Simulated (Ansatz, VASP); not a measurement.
AlAu4: VASP beside Ansatz

The input INCAR:

```
SYSTEM = AlAu4
PREC = Accurate
ENCUT = 520
EDIFF = 1E-7
ISMEAR = 0
SIGMA = 0.1
LREAL = .FALSE.
LASPH = .TRUE.
NELM = 60
ALGO = Fast
ISIF = 2
LWAVE = .FALSE.
LCHARG = .TRUE.
GGA = PS
LELF = .TRUE.
LVHAR = .TRUE.
NBANDS = 32
```

Contents of KPOINTS:

```
regular mesh
0
G
  12 12 4
  0 0 0
```

POSCAR

```
AlAu4
1.0
    2.4418577350     -1.8586296590     -0.0023034792
    2.4418577350      1.8586296590     -0.0023034792
   -0.9843603151      0.0000000000     11.3281284125
Al Au
1 4
Direct
   -0.0651751811      0.0651751811      0.0000000000
    0.5591717275      0.6225367858      0.8414490803
    0.2814786379      0.1529383985      0.6107446866
    0.8470616015      0.7185213621      0.3892553134
    0.3774632142      0.4408282725      0.1585509197
```

Input for Ansatz:

```yaml
crystal:
  lattice:
    - [2.441857735, -1.858629659, -0.0023034792]
    - [2.441857735, 1.858629659, -0.0023034792]
    - [-0.9843603151, 0.0, 11.3281284125]
  atoms:
    - { symbol: Al, position: [-0.0651751811, 0.0651751811, 0.0] }
    - { symbol: Au, position: [0.5591717275, 0.6225367858, 0.8414490803] }
    - { symbol: Au, position: [0.2814786379, 0.1529383985, 0.6107446866] }
    - { symbol: Au, position: [0.8470616015, 0.7185213621, 0.3892553134] }
    - { symbol: Au, position: [0.3774632142, 0.4408282725, 0.1585509197] }
basis:
  ecutwfc: 420
kpoints:
  mp_grid: { grid: [12, 12, 4] }
hamiltonian:
  xc: pbesol
scf:
  occupations: { method: gaussian, width: 0.1 }
output:
  forces: true
  stress: true
  eigenvalues: true
```

Alike in both runs: task single point; functional PBEsol; k mesh 12 × 12 × 4; occupations gaussian, width 0.1 eV; no spin polarisation.

|  | VASP | Ansatz |
| --- | --- | --- |
| version | VASP 6.6.1 | Ansatz 0.2.0 |
| potentials or method | VASP PAW PBE potentials, release 64 (Al, Au), cutoff 520 eV | scalar-relativistic, plane waves, PAW |
| valence electrons in the cell | 47 | 79 |

|  | VASP | Ansatz | Ansatz less VASP |
| --- | --- | --- | --- |
| gap on the k mesh at the Fermi level (eV) | none | none | - |
| pressure (GPa) | -13.6 | -13.5 | +0.07 |
| traceless stress, the component that is largest in VASP (GPa) | -1.18 | -1.17 | +0.010 |
| rms of the force components (eV/Å) | 0.237 | 0.239 | +0.0019 |

VASP's potentials were made for PBE, not for PBEsol. Atom by atom the forces differ by 0.003 eV/Å (rms over components). A gap of «none» marks a metal or a gap that the smearing closes. VASP's potentials hold 47 valence electrons a cell and Ansatz's 79, so a difference there can come from the potentials and not from the codes.

Spin-orbit coupling is off throughout.
